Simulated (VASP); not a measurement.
Write the native input for VASP 6.6.1 that does the following.

| Property | Result |
| --- | --- |
| Task | single point |
| Functional | PBE |
| Potentials or basis | VASP PAW PBE potentials, release 64 (Co, Pt, O) |
| Cutoff | 520 eV |
| k mesh | 18 × 18 × 18 |
| Occupations | gaussian, width 0.1 eV |
| Spin | no spin polarisation |
| Dipole correction | no |
| Further INCAR settings | ALGO = Normal; EDIFF = 1e-07; NBANDS = 24 |

The structure of CoPtO2 lies in POSCAR:

```
CoPtO2
1.0
    1.4274406305      0.8241332323      5.9610290260
   -1.4274406305      0.8241332323      5.9610290260
    0.0000000000     -1.6482664645      5.9610290260
Co Pt O
1 1 2
Direct
    0.5000000000      0.5000000000      0.5000000000
    0.0000000000      0.0000000000      0.0000000000
    0.8876514204      0.8876514204      0.8876514204
    0.1123485796      0.1123485796      0.1123485796
```

The input as run:

INCAR

```
PREC = Accurate
ENCUT = 520
EDIFF = 1E-7
ISMEAR = 0
SIGMA = 0.1
LREAL = False
LASPH = True
NELM = 100
ALGO = Normal
ISIF = 2
LWAVE = False
LCHARG = False
GGA = PE
NBANDS = 24
```

KPOINTS

```
regular mesh
0
Gamma
  18 18 18
```

Potentials or basis: VASP PAW PBE potentials, release 64 (Co, Pt, O).

Command:

```bash
$ cat potpaw_PBE.64/Co/POTCAR potpaw_PBE.64/Pt/POTCAR potpaw_PBE.64/O/POTCAR > POTCAR
$ mpirun -np 1 vasp_std > vasp.out
```

Results of the run:

The pressure is 0.1 GPa. The largest force is 0.018 eV/Å and the band gap on the k mesh is zero (an odd number of electrons rules out a gap without spin polarisation).

Caveat: spin-orbit coupling is left out, which moves the levels of the heavy elements; an odd number of electrons without spin polarisation forces a metal; a magnetic or distorted state may lie lower; the run has no spin polarisation, though such a crystal can be magnetic; semilocal functionals often make such compounds metallic where correlation or magnetic order opens a gap, which also shifts bond lengths.

Run time: 32 min on 1 thread of Intel(R) Xeon(R) Platinum 8259CL CPU @ 2.50GHz (Skylake/Cascade Lake), with other jobs on the host, peak memory 0.8 GiB.
